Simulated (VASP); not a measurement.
# TePb (Fm-3m) in VASP: notebook

TePb is run at these levels: RPBE+D4, PBE exchange alone; tasks: single point.

Program: VASP 6.6.1. These are calculated values, not measurements. Logs are shortened: lines on timing, memory, paths and dates and some standing lists are left out, and cuts for length are marked.

## (1) The cell of the first run

The structure is cubic, space group Fm-3m (No. 225). Conventional cell: a = 6.505 Å, b = 6.505 Å, c = 6.505 Å, α = 90.00°, β = 90.00°, γ = 90.00°. Within 4.3 Å of Pb (site symmetry m-3m) lie 6 Te at 3.25 Å. Te (site symmetry m-3m) has 6 Pb at 3.25 Å within 4.3 Å.

## (2) Single point, RPBE+D4

INCAR reads:

```
PREC = Accurate ; ENCUT = 520
EDIFF = 1E-6 ; ISMEAR = -1
SIGMA = 0.05 ; LREAL = False
LASPH = True ; NELM = 80
ALGO = Normal ; ISIF = 2
LWAVE = False ; LCHARG = False
GGA = RP ; IVDW = 13
NBANDS = 17
```

KPOINTS reads:

```
Automatic mesh
0
Gamma
  7 7 7
```

POSCAR reads:

```
TePb
1.0
    0.0000000000      3.2523979746      3.2523979746
    3.2523979746      0.0000000000      3.2523979746
    3.2523979746      3.2523979746      0.0000000000
Pb Te
1 1
Direct
    0.0000000000      0.0000000000      0.0000000000
    0.5000000000      0.5000000000      0.5000000000
```

Potentials or basis: VASP PAW PBE potentials, release 64 (Pb_d, Te).

Run with:

```bash
cat potpaw_PBE.64/Pb_d/POTCAR potpaw_PBE.64/Te/POTCAR > POTCAR
mpirun -np 1 vasp_std > vasp.out
```

OUTCAR:

```text
PREC = Accurate
   ENCUT = 520
   EDIFF = 1E-6
   ISMEAR = -1
   LREAL = False
   LASPH = True
   NELM = 80
   ISIF = 2
   GGA = RP
   IVDW = 13

 ion  position               nearest neighbor table
   1  0.000  0.000  0.000-   2 3.25   2 3.25   2 3.25   2 3.25   2 3.25   2 3.25
   2  0.500  0.500  0.500-   1 3.25   1 3.25   1 3.25   1 3.25   1 3.25   1 3.25

  LATTYP: Found a face centered cubic cell.
 ALAT       =     6.5047959492

  Lattice vectors:

 A1 = (   0.0000000000,   3.2523979746,   3.2523979746)
 A2 = (   3.2523979746,   0.0000000000,   3.2523979746)
 A3 = (   3.2523979746,   3.2523979746,   0.0000000000)

Analysis of symmetry for initial positions (statically):
=====================================================================
 Subroutine PRICEL returns:
 Original cell was already a primitive cell.

 Routine SETGRP: Setting up the symmetry group for a
 face centered cubic supercell.

 Subroutine GETGRP returns: Found 48 space group operations
[... 9 lines left out ...]

 Routine SETGRP: Setting up the symmetry group for a
 face centered cubic supercell.

 Subroutine GETGRP returns: Found 48 space group operations
[... 11 lines left out ...]
                                     Primitive cell

  volume of cell :      68.8083

  direct lattice vectors                    reciprocal lattice vectors
     0.000000000  3.252397975  3.252397975    -0.153732724  0.153732724  0.153732724
     3.252397975  0.000000000  3.252397975     0.153732724 -0.153732724  0.153732724
     3.252397975  3.252397975  0.000000000     0.153732724  0.153732724 -0.153732724

  length of vectors
     4.599585326  4.599585326  4.599585326     0.266272889  0.266272889  0.266272889

  position of ions in fractional coordinates (direct lattice)
     0.000000000  0.000000000  0.000000000
     0.500000000  0.500000000  0.500000000

  ion indices of the primitive-cell ions
   primitive index   ion index
                 1           1
                 2           2

----------------------------------------------------------------------------------------

 KPOINTS: Automatic mesh

Automatic generation of k-mesh.
 Grid dimensions read from file:
 generate k-points for:    7    7    7

 Generating k-lattice:

  Cartesian coordinates                     Fractional coordinates (reciprocal lattice)
    -0.021961818  0.021961818  0.021961818     0.142857143  0.000000000  0.000000000
     0.021961818 -0.021961818  0.021961818     0.000000000  0.142857143  0.000000000
     0.021961818  0.021961818 -0.021961818     0.000000000  0.000000000  0.142857143

  Length of vectors
     0.038038984  0.038038984  0.038038984

  Shift w.r.t. Gamma in fractional coordinates (k-lattice)
     0.000000000  0.000000000  0.000000000

 Subroutine IBZKPT returns following result:
 ===========================================

 Found     20 irreducible k-points:

 Following reciprocal coordinates:
            Coordinates               Weight
  0.000000  0.000000  0.000000      1.000000
  0.142857  0.000000  0.000000      8.000000
  0.285714  0.000000  0.000000      8.000000
  0.428571  0.000000  0.000000      8.000000
  0.142857  0.142857  0.000000      6.000000
  0.285714  0.142857  0.000000     24.000000
[... 12 lines left out ...]
 -0.428571  0.428571  0.142857     24.000000
 -0.285714  0.428571  0.142857     24.000000
   k-points           NKPTS =     20   k-points in BZ     NKDIM =     20   number of bands    NBANDS=     17
   number of dos      NEDOS =    301   number of ions     NIONS =      2
   total plane-waves  NPLWV =  46656
   dimension x,y,z NGX =    36 NGY =   36 NGZ =   36
   dimension x,y,z NGXF=    72 NGYF=   72 NGZF=   72
   ions per type =               1   1
   NGX,Y,Z   is equivalent  to a cutoff of  13.01, 13.01, 13.01 a.u.
   NGXF,Y,Z  is equivalent  to a cutoff of  26.02, 26.02, 26.02 a.u.
 SYSTEM =  unknown system
   PREC   = accura    normal or accurate (medium, high low for compatibility)
   ISTART =      0    job   : 0-new  1-cont  2-samecut
   ICHARG =      2    charge: 1-file 2-atom 10-const
   ISPIN  =      1    spin polarized calculation?
   LNONCOLLINEAR =      F non collinear calculations
   LSORBIT =      F    spin-orbit coupling
   LASPH  =      T    aspherical Exc in radial PAW
   ENCUT  =  520.0 eV  38.22 Ry    6.18 a.u.   8.55  8.55  8.55*2*pi/ulx,y,z
   NELM   =     80;   NELMIN=  2; NELMDL= -5     # of ELM steps
   EDIFF  = 0.1E-05   stopping-criterion for ELM
   LREAL  =      F    real-space projection
   EDIFFG = 0.1E-04   stopping-criterion for IOM
   NSW    =      0    number of steps for IOM
   IBRION =     -1    ionic relax: 0-MD 1-quasi-New 2-CG
   NFREE  =      0    steps in history (QN), initial steepest desc. (CG)
   ISIF   =      2    stress and relaxation
   ISYM   =      2    0-nonsym 1-usesym 2-fastsym
   POTIM  = 0.5000    time-step for ionic-motion
   TEBEG  =    0.0;   TEEND  =   0.0 temperature during run
   PSTRESS=    0.0 pullay stress
   NELECT =      20.0000    total number of electrons
   NUPDOWN=      -1.0000    fix difference up-down
   EMIN   =  10.00;   EMAX   =-10.00  energy-range for DOS
   EFERMI =   0.00;   METHOD = LEGACY
   ISMEAR =    -1;   SIGMA  =   0.05  broadening in eV -4-tet -1-fermi 0-gaus
   EFERMI_NEDOS =   21; number of points for ismear=-14 and -15
   IALGO  =     38    algorithm
   IMIX   =      4    mixing-type and parameters
     AMIX     =   0.40;   BMIX     =  1.00
     AMIX_MAG =   1.60;   BMIX_MAG =  1.00
  volume/ion in A,a.u.               =      34.40       232.17
  Fermi-wavevector in a.u.,A,eV,Ry     =   1.084437  2.049290 16.000512  1.176004
  Thomas-Fermi vector in A             =   2.220527
   LORBIT       =      0    0 simple, 1 ext, 2 COOP (PROOUT), +10 PAW based schemes
   GGA     = RP    functional components
   LHFCALC =     F    Hartree Fock is set to
   AEXX    =    0.0000 exact exchange contribution
   IVDW    =    13    specifies the selected vdW correction
   LEPSILON=     F    determine dielectric tensor
   LRPA    =     F    only Hartree local field effects (RPA)
 non-spin polarized calculation
  energy-cutoff  :      520.00
  volume of cell :       68.81
 maximum number of plane-waves:      1868
 NGX is ok and might be reduce to    36
   NGX = 17   NGY = 17   NGZ = 17

 number of electron      20.0000003 magnetization

 Free energy of the ion-electron system (eV)
  ---------------------------------------------------
  ext. energy  EPLUGINS =         0.00000000
  ---------------------------------------------------
  free energy    TOTEN  =        -6.80469872 eV

  energy without entropy =       -6.80469756  energy(sigma->0) =       -6.80469814

 E-fermi :   5.9516     XC(G=0):  -9.0801

 val. band max:        5.3963079267   @ k =   0.4286   0.0000   0.0000
 cond. band min:       6.4925155746   @ k =   0.4286   0.0000   0.0000
 fundamental gap:      1.0962076479
 Fermi energy:         5.9515636899

 k-point     1 :       0.0000    0.0000    0.0000
  band No.  band energies     occupation
      1     -11.2698      2.00000
      2     -11.2698      2.00000
      3     -11.2657      2.00000
      4     -11.2657      2.00000
      5     -11.2657      2.00000
      6      -6.3471      2.00000
[... 9 lines left out ...]
     16      11.3533      0.00000
     17      13.0430      0.00000

 k-point     2 :       0.1429    0.0000    0.0000
  band No.  band energies     occupation
      1     -11.2722      2.00000
      2     -11.2722      2.00000
      3     -11.2652      2.00000
      4     -11.2630      2.00000
      5     -11.2630      2.00000
      6      -6.1778      2.00000
[... 9 lines left out ...]
     16      11.7244      0.00000
     17      14.2265      0.00000

 k-point     3 :       0.2857    0.0000    0.0000
  band No.  band energies     occupation
      1     -11.2781      2.00000
      2     -11.2781      2.00000
      3     -11.2642      2.00000
      4     -11.2561      2.00000
      5     -11.2561      2.00000
      6      -5.7004      2.00000
[... 9 lines left out ...]
     16      12.7297      0.00000
     17      16.2646      0.00000

 k-point     4 :       0.4286    0.0000    0.0000
  band No.  band energies     occupation
      1     -11.2829      2.00000
      2     -11.2829      2.00000
      3     -11.2635      2.00000
      4     -11.2504      2.00000
      5     -11.2504      2.00000
      6      -5.0981      2.00000
[... 9 lines left out ...]
     16      14.2106      0.00000
     17      15.5036      0.00000

 k-point     5 :       0.1429    0.1429    0.0000
  band No.  band energies     occupation
      1     -11.2772      2.00000
      2     -11.2679      2.00000
      3     -11.2674      2.00000
      4     -11.2616      2.00000
      5     -11.2616      2.00000
      6      -6.1219      2.00000
[... 9 lines left out ...]
     16      12.3493      0.00000
     17      13.4638      0.00000

 k-point     6 :       0.2857    0.1429    0.0000
  band No.  band energies     occupation
      1     -11.2851      2.00000
      2     -11.2703      2.00000
      3     -11.2671      2.00000
      4     -11.2572      2.00000
      5     -11.2550      2.00000
      6      -5.7496      2.00000
[... 9 lines left out ...]
     16      13.3798      0.00000
     17      14.8038      0.00000
[... 201 lines left out ...]
 k-point    17 :       0.4286    0.2857    0.1429
  band No.  band energies     occupation
      1     -11.2935      2.00000
      2     -11.2714      2.00000
      3     -11.2663      2.00000
      4     -11.2521      2.00000
      5     -11.2519      2.00000
      6      -5.3259      2.00000
[... 9 lines left out ...]
     16      14.3989      0.00000
     17      15.1948      0.00000

 k-point    18 :      -0.4286    0.2857    0.1429
  band No.  band energies     occupation
      1     -11.2977      2.00000
      2     -11.2750      2.00000
      3     -11.2614      2.00000
      4     -11.2542      2.00000
      5     -11.2474      2.00000
      6      -4.8394      2.00000
[... 9 lines left out ...]
     16      14.9005      0.00000
     17      15.8685      0.00000

 k-point    19 :      -0.4286    0.4286    0.1429
  band No.  band energies     occupation
      1     -11.3123      2.00000
      2     -11.2684      2.00000
      3     -11.2667      2.00000
      4     -11.2490      2.00000
      5     -11.2436      2.00000
      6      -4.7448      2.00000
[... 9 lines left out ...]
     16      15.6218      0.00000
     17      16.4248      0.00000

 k-point    20 :      -0.2857    0.4286    0.1429
  band No.  band energies     occupation
      1     -11.3068      2.00000
      2     -11.2715      2.00000
      3     -11.2615      2.00000
      4     -11.2553      2.00000
      5     -11.2437      2.00000
      6      -4.6214      2.00000
[... 9 lines left out ...]
     16      15.8090      0.00000
     17      16.2186      0.00000

------------------------ aborting loop because EDIFF is reached ----------------------------------------

  DFT-D4 for vdW energy calculation

  Edisp (eV):   -1.50577

  FORCE on cell =-STRESS in cart. coord.  units (eV):
  Direction    XX          YY          ZZ          XY          YZ          ZX
  --------------------------------------------------------------------------------------
  -------------------------------------------------------------------------------------
  Total      -0.32283    -0.32283    -0.32283     0.00000     0.00000    -0.00000
  in kB      -7.51697    -7.51697    -7.51697     0.00000     0.00000    -0.00000
  external pressure =       -7.52 kB  Pullay stress =        0.00 kB

 VOLUME and BASIS-vectors are now :
 -----------------------------------------------------------------------------
  energy-cutoff  :      520.00
  volume of cell :       68.81
      direct lattice vectors                 reciprocal lattice vectors
     0.000000000  3.252397975  3.252397975    -0.153732724  0.153732724  0.153732724
     3.252397975  0.000000000  3.252397975     0.153732724 -0.153732724  0.153732724
     3.252397975  3.252397975  0.000000000     0.153732724  0.153732724 -0.153732724

 POSITION                                       TOTAL-FORCE (eV/Angst)
 -----------------------------------------------------------------------------------
      0.00000      0.00000      0.00000        -0.000000     -0.000000     -0.000000
      3.25240      3.25240      3.25240         0.000000      0.000000      0.000000
 -----------------------------------------------------------------------------------
    total drift:                               -0.000000      0.000000      0.000000

  FREE ENERGIE OF THE ION-ELECTRON SYSTEM (eV)
  ---------------------------------------------------
  free  energy   TOTEN  =        -8.3104672958 eV

  energy  without entropy=       -8.3104661416  energy(sigma->0) =       -8.31046672
```

Run time: 12 s. Hardware: 1 thread of Intel Xeon 6975P-C, shared host; peak memory 0.21 GiB.

Results:

* Free energy: -8.3105 eV
* Pressure: -0.8 GPa
* Dispersion energy per atom: -0.753 eV

Caveat: this odd mesh misses L, where the gap lies, so gap, dielectric constants and Born charges aren't listed; the PAW data sets were made with another functional, which shifts forces and pressure a little; spin-orbit coupling is left out, which moves the levels of the heavy elements.

## (3) Single point, PBE exchange alone

This run uses another cell than the first one, of 33.73 Å³/atom, 0.980 times its volume.

INCAR reads:

```
AGGAC = 0.0
ALDAC = 0.0
ALGO = Normal
EDIFF = 1E-6
ENCUT = 520
GGA = PE
ISIF = 2
ISMEAR = -1
LASPH = T
LCHARG = T
LELF = T
LREAL = F
LVHAR = T
LWAVE = F
NBANDS = 17
NELM = 80
PREC = Accurate
SIGMA = 0.05
```

KPOINTS reads:

```
k-points
0
Gamma
  7 7 7
```

POSCAR reads:

```
TePb
1.0
    0.0000000000      3.2310000000      3.2310000000
    3.2310000000      0.0000000000      3.2310000000
    3.2310000000      3.2310000000      0.0000000000
Pb Te
1 1
Direct
    0.0000000000      0.0000000000      0.0000000000
    0.5000000000      0.5000000000      0.5000000000
```

Potentials or basis: VASP PAW PBE potentials, release 64 (Pb_d, Te).

Run with:

```bash
cat potpaw_PBE.64/Pb_d/POTCAR potpaw_PBE.64/Te/POTCAR > POTCAR
mpirun -np 1 vasp_std > vasp.out
```

It took 14 s on 1 thread of Intel Xeon 6975P-C, shared host; peak memory 0.21 GiB.

Results (log left out):

```
Free energy : -4.9809 eV
Pressure    : 10.2 GPa
```

Levels at points of the mesh, in eV from the Fermi level:
```csv
k point,band 6,band 7,band 8,band 9,band 10,band 11,band 12,band 13,band 14,band 15
"(0.00, 0.00, 0.00)",-12.48,-6.14,-1.83,-1.83,-1.83,3.55,3.55,3.55,5.51,5.51
```

Caveat: this odd mesh misses L, where the gap lies, so gap, dielectric constants and Born charges aren't listed; spin-orbit coupling is left out, which moves the levels of the heavy elements.

## (4) Single point, PBE exchange alone

INCAR reads:

```
SYSTEM = TePb
PREC     = Accurate       ! precision mode
ENCUT    = 520            ! plane-wave cutoff, eV
EDIFF    = 1E-6           ! SCF threshold, eV
ISMEAR   = -1             ! smearing method
SIGMA    = 0.05           ! smearing width, eV
LREAL    = .False.        ! projectors in reciprocal space
LASPH    = .True.         ! aspherical terms in the spheres
NELM     = 80             ! most SCF steps
ALGO     = Normal         ! electronic algorithm
ISIF     = 2              ! what is computed and relaxed
LWAVE    = .False.        ! write WAVECAR
LCHARG   = .False.        ! write CHGCAR
GGA      = PE             ! functional
ALDAC    = 0.0          
AGGAC    = 0.0          
NBANDS   = 17             ! bands
```

KPOINTS reads:

```
Automatic mesh
0
Gamma
  7 7 7
  0 0 0
```

POSCAR reads:

```
TePb
1.0
    0.0000000000      3.2523979746      3.2523979746
    3.2523979746      0.0000000000      3.2523979746
    3.2523979746      3.2523979746      0.0000000000
Pb Te
1 1
Direct
    0.0000000000      0.0000000000      0.0000000000
    0.5000000000      0.5000000000      0.5000000000
```

Run with:

```bash
cat potpaw_PBE.64/Pb_d/POTCAR potpaw_PBE.64/Te/POTCAR > POTCAR
mpirun -np 1 vasp_std > vasp.out
```

It took 14 s on 1 thread of Intel Xeon 6975P-C, shared host; peak memory 0.21 GiB.

It converged, with:

- Free energy: -5.0619 eV
- Pressure: 9.0 GPa

Levels at points of the mesh, in eV from the Fermi level:
```csv
k point,band 7,band 8,band 9,band 10,band 11,band 12,band 13,band 14
"(0.00, 0.00, 0.00)",-6.20,-1.77,-1.77,-1.77,3.51,3.51,3.51,5.54
```

Caveat: this odd mesh misses L, where the gap lies, so gap, dielectric constants and Born charges aren't listed; spin-orbit coupling is left out, which moves the levels of the heavy elements.

## (5) The runs side by side

| level | cell | pressure (GPa) |
| --- | --- | --- |
| RPBE+D4 | a = 4.600 Å, angles 60.0°, 2 atoms | -0.8 |
| PBE exchange alone | a = 4.569 Å, angles 60.0°, 2 atoms | 10.2 |
| PBE exchange alone | a = 4.600 Å, angles 60.0°, 2 atoms | 9.0 |

Alike in all rows: task single point; potentials or basis VASP PAW PBE potentials, release 64 (Pb_d, Te); no spin polarisation; k mesh 7 × 7 × 7; cutoff (eV) 520; smearing fermi-dirac 0.05 eV.

Caveats: spin-orbit coupling is left out, which moves the levels of the heavy elements; the PAW data sets were made with another functional, which shifts forces and pressure a little (some runs).

Absolute energies hang on the potentials; compare differences alone.
